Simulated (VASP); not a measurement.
# BeZn3Se4 (Pmm2) in VASP: single point with PBE

Aim: the single point of BeZn3Se4 with PBE.

All numbers are computed with VASP 6.6.1; they aren't measurements. Logs are shortened: lines on timing, memory, paths and dates and some standing lists are left out, and cuts for length are marked.

## 1. The cell of the first run

The structure is orthorhombic, space group Pmm2 (No. 25). Conventional cell: a = 3.945 Å, b = 7.905 Å, c = 5.609 Å, α = 90.00°, β = 90.00°, γ = 90.00°. Be (site symmetry mm2) has 4 Se at 2.25 to 2.32 Å within 3.0 Å. Zn (site symmetry m) has 4 Se at 2.46 to 2.47 Å within 3.3 Å. Zn (site symmetry mm2) has 4 Se at 2.46 to 2.49 Å within 3.2 Å. Within 3.0 Å of Se (site symmetry m) lie 1 Be at 2.25 Å and 3 Zn at 2.47 to 2.49 Å. Se (site symmetry mm2) has 2 Be at 2.32 Å and 2 Zn at 2.47 Å within 3.1 Å. Se (site symmetry mm2) has 4 Zn at 2.46 Å within 3.2 Å.

## 2. Single point, PBE

File INCAR:

```
PREC = Accurate ; ENCUT = 520
EDIFF = 1E-7 ; ISMEAR = 0
SIGMA = 0.02 ; LREAL = F
LASPH = T ; NELM = 80
ALGO = Normal ; ISIF = 2
LWAVE = F ; LCHARG = T
GGA = PE ; LELF = T
LVHAR = T ; NBANDS = 41
```

File KPOINTS:

```
regular mesh
0
Gamma
  8 4 6
```

File POSCAR:

```
BeZn3Se4
1.0
    3.9447850281      0.0000000000      0.0000000000
    0.0000000000      7.9054789537      0.0000000000
    0.0000000000      0.0000000000      5.6089787939
Be Zn Se
1 3 4
Direct
    0.5000000000      0.0000000000      0.5047950569
    0.0000000000      0.7624018684      0.0003775891
    0.0000000000      0.2375981316      0.0003775891
    0.5000000000      0.5000000000      0.4982919302
    0.5000000000      0.7667240097      0.7358414723
    0.0000000000      0.0000000000      0.2872139235
    0.5000000000      0.2332759903      0.7358414723
    0.0000000000      0.5000000000      0.2372609665
```

Potentials or basis: VASP PAW PBE potentials, release 64 (Be, Zn, Se).

On the command line:

```console
$ cat potpaw_PBE.64/Be/POTCAR potpaw_PBE.64/Zn/POTCAR potpaw_PBE.64/Se/POTCAR > POTCAR
$ mpirun -np 1 vasp_std > vasp.out
```

OUTCAR:

```text
PREC = Accurate
   ENCUT = 520
   EDIFF = 1E-7
   ISMEAR = 0
   LREAL = F
   LASPH = T
   NELM = 80
   ISIF = 2
   GGA = PE

 ion  position               nearest neighbor table
   1  0.500  0.000  0.505-   5 2.25   7 2.25   6 2.32   6 2.32
   2  0.000  0.762  0.000-   8 2.46   5 2.47   5 2.47   6 2.47
   3  0.000  0.238  0.000-   8 2.46   7 2.47   7 2.47   6 2.47
   4  0.500  0.500  0.498-   8 2.46   8 2.46   5 2.49   7 2.49
   5  0.500  0.767  0.736-   1 2.25   2 2.47   2 2.47   4 2.49
   6  0.000  0.000  0.287-   1 2.32   1 2.32   3 2.47   2 2.47
   7  0.500  0.233  0.736-   1 2.25   3 2.47   3 2.47   4 2.49
   8  0.000  0.500  0.237-   4 2.46   4 2.46   2 2.46   3 2.46

  LATTYP: Found a simple orthorhombic cell.
 ALAT       =     3.9447850281
 B/A-ratio  =     1.4218718521
 C/A-ratio  =     2.0040328934

  Lattice vectors:

 A1 = (  -3.9447850281,   0.0000000000,   0.0000000000)
 A2 = (   0.0000000000,   0.0000000000,   5.6089787939)
 A3 = (   0.0000000000,   7.9054789537,   0.0000000000)

Analysis of symmetry for initial positions (statically):
=====================================================================
 Subroutine PRICEL returns:
 Original cell was already a primitive cell.

 Routine SETGRP: Setting up the symmetry group for a
 simple orthorhombic supercell.

 Subroutine GETGRP returns: Found  4 space group operations
 (whereof  4 operations were pure point group operations)
 out of a pool of  8 trial point group operations.

The static configuration has the point symmetry C_2v.

Analysis of symmetry for dynamics (positions and initial velocities):
=====================================================================
 Subroutine PRICEL returns:
 Original cell was already a primitive cell.

 Routine SETGRP: Setting up the symmetry group for a
 simple orthorhombic supercell.

 Subroutine GETGRP returns: Found  4 space group operations
 (whereof  4 operations were pure point group operations)
 out of a pool of  8 trial point group operations.

The dynamic configuration has the point symmetry C_2v.

 Subroutine INISYM returns: Found  4 space group operations
 (whereof  4 operations are pure point group operations),
 and found     1 'primitive' translations

----------------------------------------------------------------------------------------

                                     Primitive cell

  volume of cell :     174.9183
[... 106 lines left out ...]
   NFREE  =      0    steps in history (QN), initial steepest desc. (CG)
   ISIF   =      2    stress and relaxation
   ISYM   =      2    0-nonsym 1-usesym 2-fastsym
   POTIM  = 0.5000    time-step for ionic-motion
   TEBEG  =    0.0;   TEEND  =   0.0 temperature during run
   PSTRESS=    0.0 pullay stress
   NELECT =      62.0000    total number of electrons
   NUPDOWN=      -1.0000    fix difference up-down
   EMIN   =  10.00;   EMAX   =-10.00  energy-range for DOS
   EFERMI =   0.00;   METHOD = LEGACY
   ISMEAR =     0;   SIGMA  =   0.02  broadening in eV -4-tet -1-fermi 0-gaus
   EFERMI_NEDOS =   21; number of points for ismear=-14 and -15
   IALGO  =     38    algorithm
   IMIX   =      4    mixing-type and parameters
     AMIX     =   0.40;   BMIX     =  1.00
     AMIX_MAG =   1.60;   BMIX_MAG =  1.00
  volume/ion in A,a.u.               =      21.86       147.55
  Fermi-wavevector in a.u.,A,eV,Ry     =   1.158582  2.189403 18.263282  1.342313
  Thomas-Fermi vector in A             =   2.295183
   LORBIT       =      0    0 simple, 1 ext, 2 COOP (PROOUT), +10 PAW based schemes
   GGA     = PE    functional components
   LHFCALC =     F    Hartree Fock is set to
   AEXX    =    0.0000 exact exchange contribution
   IVDW    =     0    specifies the selected vdW correction
   LEPSILON=     F    determine dielectric tensor
   LRPA    =     F    only Hartree local field effects (RPA)
 non-spin polarized calculation
 Gauss-broadening in eV      SIGMA  =   0.02
  energy-cutoff  :      520.00
  volume of cell :      174.92
 maximum number of plane-waves:      4735
 NGX is ok and might be reduce to    30
   NGX = 15   NGY = 29   NGZ = 21

 number of electron      62.0000030 magnetization

 Free energy of the ion-electron system (eV)
  ---------------------------------------------------
  ext. energy  EPLUGINS =         0.00000000
  ---------------------------------------------------
  free energy    TOTEN  =       -26.81304529 eV

  energy without entropy =      -26.81304529  energy(sigma->0) =      -26.81304529

 E-fermi :   1.8972     XC(G=0):  -9.2469

 val. band max:        1.8151627568   @ k =   0.0000   0.0000   0.0000
 cond. band min:       3.4671502616   @ k =   0.0000   0.0000   0.0000
 fundamental gap:      1.6519875048
 Fermi energy:         1.8972263990

 k-point     1 :       0.0000    0.0000    0.0000
  band No.  band energies     occupation
      1     -11.4586      2.00000
      2     -10.6151      2.00000
      3     -10.6108      2.00000
      4     -10.2772      2.00000
      5      -4.6555      2.00000
      6      -4.6502      2.00000
[... 1045 lines left out ...]
     40       8.7360      0.00000
     41       8.9644      0.00000

 [... further k-points ...]

------------------------ aborting loop because EDIFF is reached ----------------------------------------

  FORCE on cell =-STRESS in cart. coord.  units (eV):
  Direction    XX          YY          ZZ          XY          YZ          ZX
  --------------------------------------------------------------------------------------
  -------------------------------------------------------------------------------------
  Total        0.2352126      0.2154718      0.2269387      0.0000000      0.0000000      0.0000000
  in kB        2.1544472      1.9736299      2.0786619      0.0000000      0.0000000      0.0000000
  external PRESSURE =       2.0689130 kB  Pullay stress =       0.0000000 kB

 VOLUME and BASIS-vectors are now :
 -----------------------------------------------------------------------------
  energy-cutoff  :      520.00
  volume of cell :      174.92
      direct lattice vectors                 reciprocal lattice vectors
     3.944785028  0.000000000  0.000000000     0.253499238  0.000000000  0.000000000
     0.000000000  7.905478954  0.000000000     0.000000000  0.126494550  0.000000000
     0.000000000  0.000000000  5.608978794     0.000000000  0.000000000  0.178285573

 POSITION                                       TOTAL-FORCE (eV/Angst)
 -----------------------------------------------------------------------------------
      1.97239      0.00000      2.83138         0.000000      0.000000      0.000548
      0.00000      6.02715      0.00212         0.000000      0.004470      0.002802
      0.00000      1.87833      0.00212         0.000000     -0.004470      0.002802
      1.97239      3.95274      2.79491         0.000000      0.000000      0.005095
      1.97239      6.06132      4.12732        -0.000000      0.007240     -0.011093
      0.00000      0.00000      1.61098         0.000000      0.000000      0.008802
      1.97239      1.84416      4.12732        -0.000000     -0.007240     -0.011093
      0.00000      3.95274      1.33079         0.000000      0.000000      0.002135
 -----------------------------------------------------------------------------------
    total drift:                                0.000000      0.000000      0.000796

  FREE ENERGIE OF THE ION-ELECTRON SYSTEM (eV)
  ---------------------------------------------------
  free  energy   TOTEN  =       -26.8130452887 eV

  energy  without entropy=      -26.8130452887  energy(sigma->0) =      -26.81304529
```

stdout:

```text
POSCAR found type information on POSCAR BeZnSe
 POSCAR found :  3 types and       8 ions
 scaLAPACK will be used
 LDA part: xc-table for (Slater+PW92), standard interpolation
 POSCAR, INCAR and KPOINTS ok, starting setup
 FFT: planning ... GRIDC
 FFT: planning ... GRID_SOFT
 FFT: planning ... GRID
 WAVECAR not read
 entering main loop
```

Wall time 14 min (1 thread of Intel Xeon 8259CL, shared host); peak memory 0.49 GiB.

Results:

| Property | Result |
| --- | --- |
| Free energy | -26.8130 eV |
| Pressure | 0.2 GPa |
| Largest force | 0.013 eV/Å |
| Band gap on the k mesh | 1.65 eV |

Forces in eV/Å, atoms in the order of the input:
```
Be   0.000  0.000  0.001
Zn   0.000  0.004  0.003
Zn   0.000 -0.004  0.003
Zn   0.000  0.000  0.005
Se   0.000  0.007 -0.011
Se   0.000  0.000  0.009
Se   0.000 -0.007 -0.011
Se   0.000  0.000  0.002
```
